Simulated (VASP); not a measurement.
# SiO2 (P4_2/mnm) in VASP: a series of runs, part 2 of 3

VASP 6.6.1. Earlier steps stand in the parts before.

## (3) Single point, PBE (6.76 Å³/atom)

This run uses another cell than the first one, of 6.76 Å³/atom.

INCAR reads:

```
ALGO = Normal
EDIFF = 1E-6
ENCUT = 520
GGA = PE
ISIF = 2
ISMEAR = 0
LASPH = True
LCHARG = True
LELF = True
LREAL = False
LVHAR = True
LWAVE = False
NBANDS = 25
NELM = 60
PREC = Accurate
SIGMA = 0.05
```

KPOINTS reads:

```
k-points
0
Gamma
  6 6 10
```

POSCAR reads:

```
SiO2
1.0
    3.9171879070      0.0000000000      0.0000000000
    0.0000000000      3.9171879070      0.0000000000
    0.0000000000      0.0000000000      2.6421432433
Si O
2 4
Direct
    0.5000000000      0.5000000000      0.5000000000
    0.0000000000      0.0000000000      0.0000000000
    0.6930127928      0.6930127928      0.0000000000
    0.1930127928      0.8069872072      0.5000000000
    0.3069872072      0.3069872072      0.0000000000
    0.8069872072      0.1930127928      0.5000000000
```

Potentials or basis: VASP PAW PBE potentials, release 64 (Si, O).

On the command line:

```sh
$ cat potpaw_PBE.64/Si/POTCAR potpaw_PBE.64/O/POTCAR > POTCAR
$ mpirun -np 1 vasp_std > vasp.out
```

OUTCAR:

```text
EDIFF = 1E-6
   ENCUT = 520
   GGA = PE
   ISIF = 2
   ISMEAR = 0
   LASPH = True
   LREAL = False
   NELM = 60
   PREC = Accurate

 ion  position               nearest neighbor table
   1  0.500  0.500  0.500-   3 1.70   5 1.70   3 1.70   5 1.70   4 1.70   6 1.70   2 3.07   2 3.07
                             2 3.07   2 3.07   2 3.07   2 3.07   2 3.07   2 3.07
   2  0.000  0.000  0.000-   4 1.70   6 1.70   4 1.70   6 1.70   5 1.70   3 1.70   1 3.07   1 3.07
                             1 3.07   1 3.07   1 3.07   1 3.07   1 3.07   1 3.07
   3  0.693  0.693  0.000-   1 1.70   1 1.70   2 1.70
   4  0.193  0.807  0.500-   2 1.70   2 1.70   1 1.70
   5  0.307  0.307  0.000-   1 1.70   1 1.70   2 1.70
   6  0.807  0.193  0.500-   2 1.70   2 1.70   1 1.70

  LATTYP: Found a simple tetragonal cell.
 ALAT       =     3.9171879070
 C/A-ratio  =     0.6745000000

  Lattice vectors:

 A1 = (   3.9171879070,   0.0000000000,   0.0000000000)
 A2 = (   0.0000000000,   3.9171879070,   0.0000000000)
 A3 = (   0.0000000000,   0.0000000000,   2.6421432433)

Analysis of symmetry for initial positions (statically):
=====================================================================
 Subroutine PRICEL returns:
 Original cell was already a primitive cell.

 Routine SETGRP: Setting up the symmetry group for a
 simple tetragonal supercell.

 Subroutine GETGRP returns: Found 16 space group operations
 (whereof  8 operations were pure point group operations)
 out of a pool of 16 trial point group operations.

The static configuration has the point symmetry D_2h.
 The point group associated with its full space group is D_4h.

Analysis of symmetry for dynamics (positions and initial velocities):
=====================================================================
 Subroutine PRICEL returns:
[... 138 lines left out ...]
     AMIX_MAG =   1.60;   BMIX_MAG =  1.00
  volume/ion in A,a.u.               =       6.76        45.60
  Fermi-wavevector in a.u.,A,eV,Ry     =   1.512945  2.859051 31.143765  2.289002
  Thomas-Fermi vector in A             =   2.622802
   LORBIT       =      0    0 simple, 1 ext, 2 COOP (PROOUT), +10 PAW based schemes
   GGA     = PE    functional components
   LHFCALC =     F    Hartree Fock is set to
   AEXX    =    0.0000 exact exchange contribution
   IVDW    =     0    specifies the selected vdW correction
   LEPSILON=     F    determine dielectric tensor
   LRPA    =     F    only Hartree local field effects (RPA)
 non-spin polarized calculation
 Gauss-broadening in eV      SIGMA  =   0.05
  energy-cutoff  :      520.00
  volume of cell :       40.54
 maximum number of plane-waves:      1104
 NGX is ok and might be reduce to    30
   NGX = 15   NGY = 15   NGZ =  9

 number of electron      31.9999985 magnetization

 Free energy of the ion-electron system (eV)
  ---------------------------------------------------
  ext. energy  EPLUGINS =         0.00000000
  ---------------------------------------------------
  free energy    TOTEN  =       -44.71518073 eV

  energy without entropy =      -44.71518073  energy(sigma->0) =      -44.71518073

 E-fermi :  10.5994     XC(G=0): -13.0282

 val. band max:       10.3072345953   @ k =   0.0000   0.0000   0.0000
 cond. band min:      16.6293066246   @ k =   0.0000   0.0000   0.0000
 fundamental gap:      6.3220720293
 Fermi energy:        10.5994211705

 k-point     1 :       0.0000    0.0000    0.0000
  band No.  band energies     occupation
      1     -13.7638      2.00000
      2      -9.1977      2.00000
      3      -9.1977      2.00000
      4      -8.8970      2.00000
      5      -1.3399      2.00000
      6       2.8744      2.00000
[... 661 lines left out ...]
     24      23.3870      0.00000
     25      25.5980      0.00000

 [... further k-points ...]

------------------------ aborting loop because EDIFF is reached ----------------------------------------

  FORCE on cell =-STRESS in cart. coord.  units (eV):
  Direction    XX          YY          ZZ          XY          YZ          ZX
  --------------------------------------------------------------------------------------
  -------------------------------------------------------------------------------------
  Total       19.8811873     19.8811873     14.8900919      0.0000000      0.0000000      0.0000000
  in kB      785.6836770    785.6836770    588.4408209      0.0000000      0.0000000      0.0000000
  external PRESSURE =     719.9360583 kB  Pullay stress =       0.0000000 kB

 VOLUME and BASIS-vectors are now :
 -----------------------------------------------------------------------------
  energy-cutoff  :      520.00
  volume of cell :       40.54
      direct lattice vectors                 reciprocal lattice vectors
     3.917187907  0.000000000  0.000000000     0.255285175  0.000000000  0.000000000
     0.000000000  3.917187907  0.000000000     0.000000000  0.255285175  0.000000000
     0.000000000  0.000000000  2.642143243     0.000000000  0.000000000  0.378480615

 POSITION                                       TOTAL-FORCE (eV/Angst)
 -----------------------------------------------------------------------------------
      1.95859      1.95859      1.32107         0.000000      0.000000      0.000000
      0.00000      0.00000      0.00000         0.000000      0.000000      0.000000
      2.71466      2.71466      0.00000         1.011218      1.011218      0.000000
      0.75607      3.16112      1.32107         1.011218     -1.011218      0.000000
      1.20253      1.20253      0.00000        -1.011218     -1.011218      0.000000
      3.16112      0.75607      1.32107        -1.011218      1.011218      0.000000
 -----------------------------------------------------------------------------------
    total drift:                               -0.000000      0.000000     -0.000000

  FREE ENERGIE OF THE ION-ELECTRON SYSTEM (eV)
  ---------------------------------------------------
  free  energy   TOTEN  =       -44.7151807256 eV

  energy  without entropy=      -44.7151807256  energy(sigma->0) =      -44.71518073
```

OSZICAR:

```text
N       E                     dE             d eps       ncg     rms          rms(c)
DAV:   1     0.136844971487E+03    0.13684E+03   -0.18106E+04  3056   0.125E+03
DAV:   2    -0.438422587969E+02   -0.18069E+03   -0.17406E+03  3734   0.291E+02
DAV:   3    -0.498658822904E+02   -0.60236E+01   -0.60025E+01  4006   0.502E+01
DAV:   4    -0.498992396138E+02   -0.33357E-01   -0.33348E-01  3444   0.434E+00
DAV:   5    -0.498994636184E+02   -0.22400E-03   -0.22398E-03  4019   0.336E-01    0.208E+01
DAV:   6    -0.447186042080E+02    0.51809E+01   -0.13450E+01  3740   0.254E+01    0.100E+01
DAV:   7    -0.446987752460E+02    0.19829E-01   -0.10103E+00  3749   0.629E+00    0.336E+00
DAV:   8    -0.447098059678E+02   -0.11031E-01   -0.32338E-02  3529   0.150E+00    0.115E+00
DAV:   9    -0.447150092981E+02   -0.52033E-02   -0.10007E-02  3809   0.830E-01    0.261E-01
DAV:  10    -0.447151788562E+02   -0.16956E-03   -0.25782E-04  3809   0.116E-01    0.348E-02
DAV:  11    -0.447151796197E+02   -0.76349E-06   -0.31071E-05  3781   0.418E-02    0.937E-03
DAV:  12    -0.447151806531E+02   -0.10334E-05   -0.24450E-06  3304   0.127E-02    0.334E-03
DAV:  13    -0.447151807256E+02   -0.72531E-07   -0.26181E-07  2366   0.371E-03
   1 F= -.44715181E+02 E0= -.44715181E+02  d E =-.115687E-18
```

stdout:

```text
POSCAR found type information on POSCAR SiO
 POSCAR found :  2 types and       6 ions
 scaLAPACK will be used
 LDA part: xc-table for (Slater+PW92), standard interpolation
 POSCAR, INCAR and KPOINTS ok, starting setup
 FFT: planning ... GRIDC
 FFT: planning ... GRID_SOFT
 FFT: planning ... GRID
 WAVECAR not read
 entering main loop
```

Run time: 35 s. Hardware: 1 thread of Intel Xeon Platinum 8488C (Sapphire Rapids), shared host; peak memory 0.17 GiB.

Results:

| Property | Result |
| --- | --- |
| Free energy | -44.7152 eV |
| Pressure | 72.0 GPa |
| Largest force | 1.430 eV/Å |
| Band gap on the k mesh | 6.32 eV |

Forces on the atoms (eV/Å):
```
Si   0.000  0.000  0.000
Si   0.000  0.000  0.000
O    1.011  1.011  0.000
O    1.011 -1.011  0.000
O   -1.011 -1.011  0.000
O   -1.011  1.011  0.000
```

Levels at points of the mesh, in eV from the valence-band top:
```tsv
k point	band 12	band 13	band 14	band 15	band 16	band 17	band 18	band 19	band 20	band 21
(0.00, 0.00, 0.00)	-3.83	-2.90	-0.85	-0.85	0.00	6.32	7.98	8.89	8.89	11.99
(0.50, 0.00, 0.00)	-4.42	-3.21	-3.21	-1.16	-1.16	8.64	8.64	9.76	9.76	12.89
(0.50, 0.50, 0.00)	-4.05	-3.07	-3.07	-2.51	-2.51	8.44	8.44	10.84	10.84	14.93
(0.00, 0.00, 0.50)	-4.87	-3.93	-3.93	-3.13	-3.13	11.19	11.19	13.77	13.77	14.60
(0.50, 0.00, 0.50)	-4.55	-2.43	-2.43	-2.04	-2.04	10.38	10.38	12.07	12.07	13.14
(0.50, 0.50, 0.50)	-4.65	-1.84	-1.84	-1.78	-1.78	9.38	9.38	12.18	12.18	12.69
```

Caveat: the cell stands under pressure; forces of over 1 eV/Å act on the atoms, so gaps and moduli don't describe the material at rest.

## (4) Single point, PBE (6.76 Å³/atom)

This run uses another cell than the first one, of 6.76 Å³/atom.

INCAR reads:

```
ALGO = Normal ; EDIFF = 1E-6
ENCUT = 520 ; GGA = PE
ISIF = 2 ; ISMEAR = 0
LASPH = True ; LCHARG = True
LELF = True ; LREAL = False
LVHAR = True ; LWAVE = False
NBANDS = 25 ; NELM = 60
PREC = Accurate ; SIGMA = 0.05
```

KPOINTS is that of step 3.

POSCAR, as its differences from that of step 3:

```diff
@@ -2,5 +2,5 @@
 1.0
-    3.9171879070      0.0000000000      0.0000000000
-    0.0000000000      3.9171879070      0.0000000000
-    0.0000000000      0.0000000000      2.6421432433
+    3.8392806854      0.0000000000      0.0000000000
+    0.0000000000      3.8392806854      0.0000000000
+    0.0000000000      0.0000000000      2.7504606830
 Si O
```

Potentials or basis: VASP PAW PBE potentials, release 64 (Si, O).

On the command line:

```sh
$ cat potpaw_PBE.64/Si/POTCAR potpaw_PBE.64/O/POTCAR > POTCAR
$ mpirun -np 1 vasp_std > vasp.out
```

OUTCAR:

```text
EDIFF = 1E-6
   ENCUT = 520
   GGA = PE
   ISIF = 2
   ISMEAR = 0
   LASPH = True
   LREAL = False
   NELM = 60
   PREC = Accurate

 ion  position               nearest neighbor table
   1  0.500  0.500  0.500-   4 1.67   6 1.67   5 1.73   3 1.73   3 1.73   5 1.73   2 3.04   2 3.04
                             2 3.04   2 3.04   2 3.04   2 3.04   2 3.04   2 3.04
   2  0.000  0.000  0.000-   3 1.67   5 1.67   4 1.73   6 1.73   4 1.73   6 1.73   1 3.04   1 3.04
                             1 3.04   1 3.04   1 3.04   1 3.04   1 3.04   1 3.04
   3  0.693  0.693  0.000-   2 1.67   1 1.73   1 1.73
   4  0.193  0.807  0.500-   1 1.67   2 1.73   2 1.73
   5  0.307  0.307  0.000-   2 1.67   1 1.73   1 1.73
   6  0.807  0.193  0.500-   1 1.67   2 1.73   2 1.73

  LATTYP: Found a simple tetragonal cell.
 ALAT       =     3.8392806854
 C/A-ratio  =     0.7164000000

  Lattice vectors:

 A1 = (   3.8392806854,   0.0000000000,   0.0000000000)
 A2 = (   0.0000000000,   3.8392806854,   0.0000000000)
 A3 = (   0.0000000000,   0.0000000000,   2.7504606830)

Analysis of symmetry for initial positions (statically):
=====================================================================
 Subroutine PRICEL returns:
 Original cell was already a primitive cell.

 Routine SETGRP: Setting up the symmetry group for a
 simple tetragonal supercell.

 Subroutine GETGRP returns: Found 16 space group operations
 (whereof  8 operations were pure point group operations)
 out of a pool of 16 trial point group operations.

The static configuration has the point symmetry D_2h.
 The point group associated with its full space group is D_4h.

Analysis of symmetry for dynamics (positions and initial velocities):
=====================================================================
 Subroutine PRICEL returns:
 Original cell was already a primitive cell.

 Routine SETGRP: Setting up the symmetry group for a
 simple tetragonal supercell.

 Subroutine GETGRP returns: Found 16 space group operations
 (whereof  8 operations were pure point group operations)
 out of a pool of 16 trial point group operations.

The dynamic configuration has the point symmetry D_2h.
 The point group associated with its full space group is D_4h.

 Subroutine INISYM returns: Found 16 space group operations
 (whereof  8 operations are pure point group operations),
 and found     1 'primitive' translations

----------------------------------------------------------------------------------------

                                     Primitive cell

  volume of cell :      40.5420

  direct lattice vectors                    reciprocal lattice vectors
     3.839280685  0.000000000  0.000000000     0.260465457  0.000000000  0.000000000
     0.000000000  3.839280685  0.000000000     0.000000000  0.260465457  0.000000000
     0.000000000  0.000000000  2.750460683     0.000000000  0.000000000  0.363575457

  length of vectors
     3.839280685  3.839280685  2.750460683     0.260465457  0.260465457  0.363575457

  position of ions in fractional coordinates (direct lattice)
     0.500000000  0.500000000  0.500000000
     0.000000000  0.000000000  0.000000000
[... 41 lines left out ...]
            Coordinates               Weight
  0.000000  0.000000  0.000000      1.000000
  0.166667  0.000000  0.000000      4.000000
  0.333333  0.000000  0.000000      4.000000
  0.500000  0.000000  0.000000      2.000000
  0.166667  0.166667  0.000000      4.000000
  0.333333  0.166667  0.000000      8.000000
[... 16 lines left out ...]
  0.333333  0.000000  0.200000      8.000000
  0.500000  0.000000  0.200000      4.000000
 [... further k-points ...]
   k-points           NKPTS =     60   k-points in BZ     NKDIM =     60   number of bands    NBANDS=     25
   number of dos      NEDOS =    301   number of ions     NIONS =      6
   total plane-waves  NPLWV =  18000
   dimension x,y,z NGX =    30 NGY =   30 NGZ =   20
   dimension x,y,z NGXF=    60 NGYF=   60 NGZF=   40
   ions per type =               2   4
   NGX,Y,Z   is equivalent  to a cutoff of  12.99, 12.99, 12.09 a.u.
   NGXF,Y,Z  is equivalent  to a cutoff of  25.98, 25.98, 24.18 a.u.
 SYSTEM =  unknown system
   PREC   = accura    normal or accurate (medium, high low for compatibility)
   ISTART =      0    job   : 0-new  1-cont  2-samecut
   ICHARG =      2    charge: 1-file 2-atom 10-const
   ISPIN  =      1    spin polarized calculation?
   LNONCOLLINEAR =      F non collinear calculations
   LSORBIT =      F    spin-orbit coupling
   LASPH  =      T    aspherical Exc in radial PAW
   ENCUT  =  520.0 eV  38.22 Ry    6.18 a.u.   7.14  7.14  5.11*2*pi/ulx,y,z
   NELM   =     60;   NELMIN=  2; NELMDL= -5     # of ELM steps
   EDIFF  = 0.1E-05   stopping-criterion for ELM
   LREAL  =      F    real-space projection
   EDIFFG = 0.1E-04   stopping-criterion for IOM
   NSW    =      0    number of steps for IOM
   IBRION =     -1    ionic relax: 0-MD 1-quasi-New 2-CG
   NFREE  =      0    steps in history (QN), initial steepest desc. (CG)
   ISIF   =      2    stress and relaxation
   ISYM   =      2    0-nonsym 1-usesym 2-fastsym
   POTIM  = 0.5000    time-step for ionic-motion
   TEBEG  =    0.0;   TEEND  =   0.0 temperature during run
   PSTRESS=    0.0 pullay stress
   NELECT =      32.0000    total number of electrons
   NUPDOWN=      -1.0000    fix difference up-down
   EMIN   =  10.00;   EMAX   =-10.00  energy-range for DOS
   EFERMI =   0.00;   METHOD = LEGACY
   ISMEAR =     0;   SIGMA  =   0.05  broadening in eV -4-tet -1-fermi 0-gaus
   EFERMI_NEDOS =   21; number of points for ismear=-14 and -15
   IALGO  =     38    algorithm
   IMIX   =      4    mixing-type and parameters
     AMIX     =   0.40;   BMIX     =  1.00
     AMIX_MAG =   1.60;   BMIX_MAG =  1.00
  volume/ion in A,a.u.               =       6.76        45.60
  Fermi-wavevector in a.u.,A,eV,Ry     =   1.512945  2.859051 31.143765  2.289002
  Thomas-Fermi vector in A             =   2.622802
   LORBIT       =      0    0 simple, 1 ext, 2 COOP (PROOUT), +10 PAW based schemes
   GGA     = PE    functional components
   LHFCALC =     F    Hartree Fock is set to
   AEXX    =    0.0000 exact exchange contribution
   IVDW    =     0    specifies the selected vdW correction
   LEPSILON=     F    determine dielectric tensor
   LRPA    =     F    only Hartree local field effects (RPA)
 non-spin polarized calculation
 Gauss-broadening in eV      SIGMA  =   0.05
  energy-cutoff  :      520.00
  volume of cell :       40.54
 maximum number of plane-waves:      1108
 NGX is ok and might be reduce to    30
   NGX = 15   NGY = 15   NGZ = 11

 number of electron      31.9999972 magnetization

 Free energy of the ion-electron system (eV)
  ---------------------------------------------------
  ext. energy  EPLUGINS =         0.00000000
  ---------------------------------------------------
  free energy    TOTEN  =       -44.33884780 eV

  energy without entropy =      -44.33884780  energy(sigma->0) =      -44.33884780

 E-fermi :  10.5778     XC(G=0): -13.0534

 val. band max:       10.2634514264   @ k =   0.0000   0.0000   0.0000
 cond. band min:      15.9075483041   @ k =   0.0000   0.0000   0.0000
 fundamental gap:      5.6440968777
 Fermi energy:        10.5777679489

 k-point     1 :       0.0000    0.0000    0.0000
  band No.  band energies     occupation
      1     -13.6465      2.00000
      2      -8.9261      2.00000
      3      -8.9261      2.00000
      4      -8.5434      2.00000
      5      -1.2758      2.00000
      6       2.9898      2.00000
[... 661 lines left out ...]
     24      23.7891      0.00000
     25      25.7527      0.00000

 [... further k-points ...]

------------------------ aborting loop because EDIFF is reached ----------------------------------------

  FORCE on cell =-STRESS in cart. coord.  units (eV):
  Direction    XX          YY          ZZ          XY          YZ          ZX
  --------------------------------------------------------------------------------------
  -------------------------------------------------------------------------------------
  Total       22.4083444     22.4083444      8.8358634      0.0000000      0.0000000      0.0000000
  in kB      885.5542761    885.5542761    349.1840549      0.0000000      0.0000000      0.0000000
  external PRESSURE =     706.7642024 kB  Pullay stress =       0.0000000 kB

 VOLUME and BASIS-vectors are now :
 -----------------------------------------------------------------------------
  energy-cutoff  :      520.00
  volume of cell :       40.54
      direct lattice vectors                 reciprocal lattice vectors
     3.839280685  0.000000000  0.000000000     0.260465457  0.000000000  0.000000000
     0.000000000  3.839280685  0.000000000     0.000000000  0.260465457  0.000000000
     0.000000000  0.000000000  2.750460683     0.000000000  0.000000000  0.363575457

 POSITION                                       TOTAL-FORCE (eV/Angst)
 -----------------------------------------------------------------------------------
      1.91964      1.91964      1.37523         0.000000      0.000000      0.000000
      0.00000      0.00000      0.00000         0.000000      0.000000      0.000000
      2.66067      2.66067      0.00000         0.900315      0.900315      0.000000
      0.74103      3.09825      1.37523         0.900315     -0.900315     -0.000000
      1.17861      1.17861      0.00000        -0.900315     -0.900315     -0.000000
      3.09825      0.74103      1.37523        -0.900315      0.900315      0.000000
 -----------------------------------------------------------------------------------
    total drift:                               -0.000000      0.000000     -0.000000

  FREE ENERGIE OF THE ION-ELECTRON SYSTEM (eV)
  ---------------------------------------------------
  free  energy   TOTEN  =       -44.3388477957 eV

  energy  without entropy=      -44.3388477957  energy(sigma->0) =      -44.33884780
```

It took 43 s on 1 thread of Intel Xeon Platinum 8488C (Sapphire Rapids), shared host; peak memory 0.17 GiB.

What came out:

| Property | Result |
| --- | --- |
| Free energy | -44.3388 eV |
| Pressure | 70.7 GPa |
| Largest force | 1.273 eV/Å |
| Band gap on the k mesh | 5.64 eV |

Forces in eV/Å, atoms in the order of the input:
```
Si   0.000  0.000  0.000
Si   0.000  0.000  0.000
O    0.900  0.900  0.000
O    0.900 -0.900  0.000
O   -0.900 -0.900  0.000
O   -0.900  0.900  0.000
```

Caveat: the cell stands under pressure; forces of over 1 eV/Å act on the atoms, so gaps and moduli don't describe the material at rest.

[end of part 2 of 3]
